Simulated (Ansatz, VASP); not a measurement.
**Two plane-wave programs on SnTe3**

```xyz
4
Lattice="0.0000 3.8612 3.8612 3.8612 0.0000 3.8612 3.8612 3.8612 0.0000" Properties=species:S:1:pos:R:3 pbc="T T T"
Sn    0.0000    0.0000    0.0000
Te    1.9306    1.9306    1.9306
Te    5.7918    5.7918    5.7918
Te    3.8612    3.8612    3.8612
```

Alike in both runs: task single point; functional PBE; k mesh 10 × 10 × 10; occupations methfessel-paxton of order 1, width 0.2 eV; no spin polarisation.

```csv
,VASP,Ansatz
version,VASP 6.6.1,Ansatz 0.2.0
potentials or method,"VASP PAW PBE potentials, release 64 (Sn_d, Te), cutoff 520 eV","scalar-relativistic, plane waves, PAW"
valence electrons in the cell,32,62
```

```tsv
	VASP	Ansatz	Ansatz less VASP
gap on the k mesh at the Fermi level (eV)	none	none	-
pressure (GPa)	-0.1	0.0	+0.06
```

A gap of «none» marks a metal or a gap that the smearing closes. VASP's potentials hold 32 valence electrons a cell and Ansatz's 62, so a difference there can come from the potentials and not from the codes.

Neither program's run includes spin-orbit coupling.
